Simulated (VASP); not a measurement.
# Ti2Tl: relaxation of cell and atoms with PBE

Crystal: Ti2Tl.

```
Ti Tl
1.0
     3.87776    0.00000    0.00000
    -1.93888    3.35824    0.00000
     0.00000    0.00000    4.18695
Ti Tl
2 1
Direct
  0.33333 0.66667 0.50000
  0.66667 0.33333 0.50000
  0.00000 0.00000 0.00000
```

```yaml
Program: VASP 6.6.1
Task: relaxation of cell and atoms
Functional: PBE
Potentials_or_basis: VASP PAW PBE potentials, release 64 (Ti_sv, Tl_d)
Cutoff: 600 eV
k_mesh: 6 × 6 × 4
Occupations: gaussian, width 0.1 eV
Spin: no spin polarisation
Dipole_correction: no
Further_INCAR_settings: ALGO = Normal; EDIFF = 1e-06; IBRION = 2; EDIFFG = -0.04; NSW = 90; ISIF = 3
```

```yaml
Relaxed_volume: 18.94 Å³/atom
Relaxed_cell: a = 4.780 Å, b = 4.780 Å, c = 2.873 Å, α = 90.00°, β = 90.00°, γ = 120.00°
Space_group_after_relaxing_to_0.1_Å: P6/mmm (No. 191)
Pressure_after_relaxing: 0.0 GPa
Band_gap_on_the_k_mesh: zero (an odd number of electrons rules out a gap without spin polarisation)
```

Stress tensor (GPa, compression positive):
```
-0.09  0.00  0.00
 0.00 -0.09  0.00
 0.00  0.00  0.15
```

Final structure:
```
CELL_PARAMETERS angstrom
4.77951 0.00000 0.00000
-2.38975 4.13918 0.00000
0.00000 0.00000 2.87266
ATOMIC_POSITIONS crystal
Ti 0.33333 0.66667 0.50000
Ti 0.66667 0.33333 0.50000
Tl 0.00000 0.00000 0.00000
```

Levels at points of the mesh, in eV from the Fermi level:
| k point | band 14 | band 15 | band 16 | band 17 | band 18 | band 19 | band 20 | band 21 | band 22 |
| --- | --- | --- | --- | --- | --- | --- | --- | --- | --- |
| (0.00, 0.00, 0.00) | -9.47 | -2.15 | -2.15 | -1.17 | -0.32 | 0.15 | 0.15 | 1.81 | 1.99 |
| (0.50, 0.00, 0.00) | -8.40 | -4.77 | -1.60 | -1.39 | -0.55 | -0.32 | -0.22 | 2.29 | 2.62 |
| (0.00, 0.00, 0.50) | -4.52 | -4.01 | -0.79 | -0.79 | 0.13 | 0.13 | 1.04 | 1.08 | 1.08 |
| (0.50, 0.00, 0.50) | -4.52 | -2.76 | -2.15 | -1.58 | -0.05 | -0.02 | 0.30 | 1.66 | 1.72 |

Run time: 3.3 min on 1 thread of Intel(R) Xeon(R) 6975P-C (Granite Rapids), on a shared host, peak memory 0.22 GiB.

Caveat: the k points lie up to 0.55 Å⁻¹ apart in the final cell, too coarse for converged energies and pressures of a metal; a cell axis changed by over 15 % at a fixed basis, so the end point is rough; spin-orbit coupling is left out, which moves the levels of the heavy elements.
